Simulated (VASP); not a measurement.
# La (Fm-3m) in VASP: notebook

Runs on La. Level: PBEsol. Tasks: single point.

All numbers are computed with VASP 6.6.1; they aren't measurements. Logs are shortened: lines on timing, memory, paths and dates and some standing lists are left out, and cuts for length are marked.

### Step 1. The cell of the first run

The structure is cubic, space group Fm-3m (No. 225). The conventional cell has a = 5.115 Å, b = 5.115 Å, c = 5.115 Å, α = 90.00°, β = 90.00°, γ = 90.00°. La (site symmetry m-3m) has 12 La at 3.62 Å within 4.8 Å.

### Step 2. Single point, PBEsol

The input, INCAR:

```
ALGO = Normal
EDIFF = 1E-6
ENCUT = 520
GGA = PS
ISIF = 2
ISMEAR = -1
LASPH = True
LCHARG = True
LELF = True
LREAL = False
LVHAR = True
LWAVE = False
NBANDS = 12
NELM = 60
PREC = Accurate
SIGMA = 0.05
```

The input, KPOINTS:

```
k-points
0
Gamma
  9 9 9
```

The input, POSCAR:

```
La
1.0
    0.0000000000      2.5573201523      2.5573201523
    2.5573201523      0.0000000000      2.5573201523
    2.5573201523      2.5573201523      0.0000000000
La
1
Direct
    0.0000000000      0.0000000000      0.0000000000
```

Potentials or basis: VASP PAW PBE potentials, release 64 (La).

Started as:

```
$ cat potpaw_PBE.64/La/POTCAR > POTCAR
$ mpirun -np 1 vasp_std > vasp.out
```

OUTCAR:

```text
EDIFF = 1E-6
   ENCUT = 520
   GGA = PS
   ISIF = 2
   ISMEAR = -1
   LASPH = True
   LREAL = False
   NELM = 60
   PREC = Accurate

 ion  position               nearest neighbor table
   1  0.000  0.000  0.000-

  LATTYP: Found a face centered cubic cell.
 ALAT       =     5.1146403046

  Lattice vectors:

 A1 = (   0.0000000000,   2.5573201523,   2.5573201523)
 A2 = (   2.5573201523,   0.0000000000,   2.5573201523)
 A3 = (   2.5573201523,   2.5573201523,   0.0000000000)

Analysis of symmetry for initial positions (statically):
=====================================================================
 Subroutine PRICEL returns:
 Original cell was already a primitive cell.

 Routine SETGRP: Setting up the symmetry group for a
 face centered cubic supercell.

 Subroutine GETGRP returns: Found 48 space group operations
 (whereof 48 operations were pure point group operations)
 out of a pool of 48 trial point group operations.

The static configuration has the point symmetry O_h .

Analysis of symmetry for dynamics (positions and initial velocities):
=====================================================================
 Subroutine PRICEL returns:
 Original cell was already a primitive cell.

 Routine SETGRP: Setting up the symmetry group for a
 face centered cubic supercell.

 Subroutine GETGRP returns: Found 48 space group operations
 (whereof 48 operations were pure point group operations)
 out of a pool of 48 trial point group operations.

The dynamic configuration has the point symmetry O_h .

 Subroutine INISYM returns: Found 48 space group operations
 (whereof 48 operations are pure point group operations),
 and found     1 'primitive' translations

----------------------------------------------------------------------------------------

                                     Primitive cell

  volume of cell :      33.4492

  direct lattice vectors                    reciprocal lattice vectors
     0.000000000  2.557320152  2.557320152    -0.195517170  0.195517170  0.195517170
     2.557320152  0.000000000  2.557320152     0.195517170 -0.195517170  0.195517170
     2.557320152  2.557320152  0.000000000     0.195517170  0.195517170 -0.195517170

  length of vectors
     3.616596843  3.616596843  3.616596843     0.338645673  0.338645673  0.338645673

  position of ions in fractional coordinates (direct lattice)
     0.000000000  0.000000000  0.000000000

  ion indices of the primitive-cell ions
   primitive index   ion index
                 1           1

----------------------------------------------------------------------------------------

 KPOINTS: k-points

Automatic generation of k-mesh.
 Grid dimensions read from file:
 generate k-points for:    9    9    9

 Generating k-lattice:

  Cartesian coordinates                     Fractional coordinates (reciprocal lattice)
    -0.021724130  0.021724130  0.021724130     0.111111111  0.000000000  0.000000000
     0.021724130 -0.021724130  0.021724130     0.000000000  0.111111111  0.000000000
     0.021724130  0.021724130 -0.021724130     0.000000000  0.000000000  0.111111111

  Length of vectors
     0.037627297  0.037627297  0.037627297

  Shift w.r.t. Gamma in fractional coordinates (k-lattice)
     0.000000000  0.000000000  0.000000000

 Subroutine IBZKPT returns following result:
 ===========================================

 Found     35 irreducible k-points:

 Following reciprocal coordinates:
            Coordinates               Weight
  0.000000  0.000000  0.000000      1.000000
  0.111111  0.000000  0.000000      8.000000
  0.222222  0.000000  0.000000      8.000000
  0.333333  0.000000  0.000000      8.000000
  0.444444  0.000000  0.000000      8.000000
  0.111111  0.111111  0.000000      6.000000
[... 16 lines left out ...]
 -0.333333  0.333333  0.000000     12.000000
  0.444444  0.444444  0.000000      6.000000
 [... further k-points ...]
   k-points           NKPTS =     35   k-points in BZ     NKDIM =     35   number of bands    NBANDS=     12
   number of dos      NEDOS =    301   number of ions     NIONS =      1
   total plane-waves  NPLWV =  21952
   dimension x,y,z NGX =    28 NGY =   28 NGZ =   28
   dimension x,y,z NGXF=    56 NGYF=   56 NGZF=   56
   ions per type =               1
   NGX,Y,Z   is equivalent  to a cutoff of  12.87, 12.87, 12.87 a.u.
   NGXF,Y,Z  is equivalent  to a cutoff of  25.74, 25.74, 25.74 a.u.
 SYSTEM =  unknown system
   PREC   = accura    normal or accurate (medium, high low for compatibility)
   ISTART =      0    job   : 0-new  1-cont  2-samecut
   ICHARG =      2    charge: 1-file 2-atom 10-const
   ISPIN  =      1    spin polarized calculation?
   LNONCOLLINEAR =      F non collinear calculations
   LSORBIT =      F    spin-orbit coupling
   LASPH  =      T    aspherical Exc in radial PAW
   ENCUT  =  520.0 eV  38.22 Ry    6.18 a.u.   6.72  6.72  6.72*2*pi/ulx,y,z
   NELM   =     60;   NELMIN=  2; NELMDL= -5     # of ELM steps
   EDIFF  = 0.1E-05   stopping-criterion for ELM
   LREAL  =      F    real-space projection
   EDIFFG = 0.1E-04   stopping-criterion for IOM
   NSW    =      0    number of steps for IOM
   IBRION =     -1    ionic relax: 0-MD 1-quasi-New 2-CG
   NFREE  =      0    steps in history (QN), initial steepest desc. (CG)
   ISIF   =      2    stress and relaxation
   ISYM   =      2    0-nonsym 1-usesym 2-fastsym
   POTIM  = 0.5000    time-step for ionic-motion
   TEBEG  =    0.0;   TEEND  =   0.0 temperature during run
   PSTRESS=    0.0 pullay stress
   NELECT =      11.0000    total number of electrons
   NUPDOWN=      -1.0000    fix difference up-down
   EMIN   =  10.00;   EMAX   =-10.00  energy-range for DOS
   EFERMI =   0.00;   METHOD = LEGACY
   ISMEAR =    -1;   SIGMA  =   0.05  broadening in eV -4-tet -1-fermi 0-gaus
   EFERMI_NEDOS =   21; number of points for ismear=-14 and -15
   IALGO  =     38    algorithm
   IMIX   =      4    mixing-type and parameters
     AMIX     =   0.40;   BMIX     =  1.00
     AMIX_MAG =   1.60;   BMIX_MAG =  1.00
  volume/ion in A,a.u.               =      33.45       225.73
  Fermi-wavevector in a.u.,A,eV,Ry     =   1.129997  2.135385 17.373187  1.276893
  Thomas-Fermi vector in A             =   2.266692
   LORBIT       =      0    0 simple, 1 ext, 2 COOP (PROOUT), +10 PAW based schemes
   GGA     = PS    functional components
   LHFCALC =     F    Hartree Fock is set to
   AEXX    =    0.0000 exact exchange contribution
   IVDW    =     0    specifies the selected vdW correction
   LEPSILON=     F    determine dielectric tensor
   LRPA    =     F    only Hartree local field effects (RPA)
 non-spin polarized calculation
  energy-cutoff  :      520.00
  volume of cell :       33.45
 maximum number of plane-waves:       914
   NGX = 13   NGY = 13   NGZ = 13

 number of electron      11.0000001 magnetization

 Free energy of the ion-electron system (eV)
  ---------------------------------------------------
  ext. energy  EPLUGINS =         0.00000000
  ---------------------------------------------------
  free energy    TOTEN  =        -5.34888036 eV

  energy without entropy =       -5.33281126  energy(sigma->0) =       -5.34084581

 E-fermi :   8.8095     XC(G=0): -10.1190

 val. band max:        8.7926605036   @ k =  -0.4444   0.2222   0.0000
 cond. band min:       8.8300718122   @ k =  -0.3333   0.3333   0.1111
 fundamental gap:      0.0374113086
 Fermi energy:         8.8095445515

 k-point     1 :       0.0000    0.0000    0.0000
  band No.  band energies     occupation
      1     -23.9463      2.00000
      2      -6.6329      2.00000
      3      -6.6329      2.00000
      4      -6.6329      2.00000
      5       5.6273      2.00000
      6      10.1696      0.00000
      7      10.3282      0.00000
      8      10.3282      0.00000
      9      10.3282      0.00000
     10      10.8014      0.00000
     11      10.8014      0.00000
     12      10.8014      0.00000

 k-point     2 :       0.1111    0.0000    0.0000
  band No.  band energies     occupation
      1     -23.9130      2.00000
      2      -6.8877      2.00000
      3      -6.6619      2.00000
      4      -6.6619      2.00000
      5       6.0416      2.00000
      6       9.5417      0.00000
      7      10.3857      0.00000
      8      10.3857      0.00000
      9      10.6861      0.00000
     10      10.7972      0.00000
     11      10.7972      0.00000
     12      10.9467      0.00000

 k-point     3 :       0.2222    0.0000    0.0000
  band No.  band energies     occupation
      1     -23.8272      2.00000
      2      -7.4840      2.00000
      3      -6.7341      2.00000
      4      -6.7341      2.00000
      5       6.8468      2.00000
      6       9.2932      0.00013
      7      10.4028      0.00000
      8      10.4028      0.00000
      9      10.5469      0.00000
     10      10.8034      0.00000
     11      10.8034      0.00000
     12      11.3550      0.00000
[... 286 lines left out ...]
 k-point    23 :      -0.3333    0.3333    0.0000
  band No.  band energies     occupation
      1     -23.5761      2.00000
      2      -7.9379      2.00000
      3      -7.9141      2.00000
      4      -7.0705      2.00000
      5       7.6322      2.00000
      6       9.1263      0.00354
      7      10.0511      0.00000
      8      10.6217      0.00000
      9      10.7812      0.00000
     10      10.8061      0.00000
     11      11.3456      0.00000
     12      11.3837      0.00000

 k-point    24 :       0.4444    0.4444    0.0000
  band No.  band energies     occupation
      1     -23.5648      2.00000
      2      -8.3386      2.00000
      3      -7.2856      2.00000
      4      -7.2856      2.00000
      5       6.5877      2.00000
      6       7.1630      2.00000
      7      10.9337      0.00000
      8      10.9337      0.00000
      9      10.9425      0.00000
     10      10.9561      0.00000
     11      11.2919      0.00000
     12      11.3167      0.00000

 [... further k-points ...]

------------------------ aborting loop because EDIFF is reached ----------------------------------------

  FORCE on cell =-STRESS in cart. coord.  units (eV):
  Direction    XX          YY          ZZ          XY          YZ          ZX
  --------------------------------------------------------------------------------------
  -------------------------------------------------------------------------------------
  Total       -0.0304552     -0.0304552     -0.0304552      0.0000000      0.0000000     -0.0000000
  in kB       -1.4587680     -1.4587680     -1.4587680      0.0000000      0.0000000     -0.0000000
  external PRESSURE =      -1.4587680 kB  Pullay stress =       0.0000000 kB

 VOLUME and BASIS-vectors are now :
 -----------------------------------------------------------------------------
  energy-cutoff  :      520.00
  volume of cell :       33.45
      direct lattice vectors                 reciprocal lattice vectors
     0.000000000  2.557320152  2.557320152    -0.195517170  0.195517170  0.195517170
     2.557320152  0.000000000  2.557320152     0.195517170 -0.195517170  0.195517170
     2.557320152  2.557320152  0.000000000     0.195517170  0.195517170 -0.195517170

 POSITION                                       TOTAL-FORCE (eV/Angst)
 -----------------------------------------------------------------------------------
      0.00000      0.00000      0.00000         0.000000     -0.000000     -0.000000
 -----------------------------------------------------------------------------------
    total drift:                                0.000000      0.000000      0.000000

  FREE ENERGIE OF THE ION-ELECTRON SYSTEM (eV)
  ---------------------------------------------------
  free  energy   TOTEN  =        -5.3488803627 eV

  energy  without entropy=       -5.3328112557  energy(sigma->0) =       -5.34084581
```

Run time: 8.8 s. Hardware: 1 thread of Intel Xeon Platinum 8481C at 2.70GHz (Sapphire Rapids), shared host; peak memory 0.16 GiB.

What came out:

* Free energy: -5.3489 eV
* Pressure: -0.1 GPa

Caveat: the PAW data sets were made with another functional, which shifts forces and pressure a little; spin-orbit coupling is left out, which moves the levels of the heavy elements.

### Step 3. Single point, PBEsol

The input, INCAR:

```
SYSTEM = La
PREC     = Accurate       ! precision mode
ENCUT    = 520            ! plane-wave cutoff, eV
EDIFF    = 1E-7           ! SCF threshold, eV
ISMEAR   = -1             ! smearing method
SIGMA    = 0.05           ! smearing width, eV
LREAL    = .False.        ! projectors in reciprocal space
LASPH    = .True.         ! aspherical terms in the spheres
NELM     = 100            ! most SCF steps
ALGO     = Normal         ! electronic algorithm
ISIF     = 2              ! what is computed and relaxed
LWAVE    = .False.        ! write WAVECAR
LCHARG   = .True.         ! write CHGCAR
GGA      = PS             ! functional
LELF     = .True.         ! ELF
LVHAR    = .True.       
NBANDS   = 12             ! bands
```

The input, KPOINTS:

```
Automatic mesh
0
Gamma
  9 9 9
  0 0 0
```

The input, POSCAR:

```
La
1.0
    0.0000000000      2.5573200000      2.5573200000
    2.5573200000      0.0000000000      2.5573200000
    2.5573200000      2.5573200000      0.0000000000
La
1
Direct
    0.0000000000      0.0000000000      0.0000000000
```

Potentials or basis: VASP PAW PBE potentials, release 64 (La).

Started as:

```
$ cat potpaw_PBE.64/La/POTCAR > POTCAR
$ mpirun -np 1 vasp_std > vasp.out
```

Wall time 9 s (1 thread of Intel Xeon Platinum 8481C at 2.70GHz (Sapphire Rapids), shared host); peak memory 0.17 GiB.

It converged, with:

* Free energy: -5.3489 eV
* Pressure: -0.1 GPa

Levels at points of the mesh, in eV from the Fermi level:
| k point | band 2 | band 3 | band 4 | band 5 | band 6 | band 7 | band 8 | band 9 |
| --- | --- | --- | --- | --- | --- | --- | --- | --- |
| (0.00, 0.00, 0.00) | -15.44 | -15.44 | -15.44 | -3.18 | 1.36 | 1.52 | 1.52 | 1.52 |

Caveat: the PAW data sets were made with another functional, which shifts forces and pressure a little; spin-orbit coupling is left out, which moves the levels of the heavy elements.
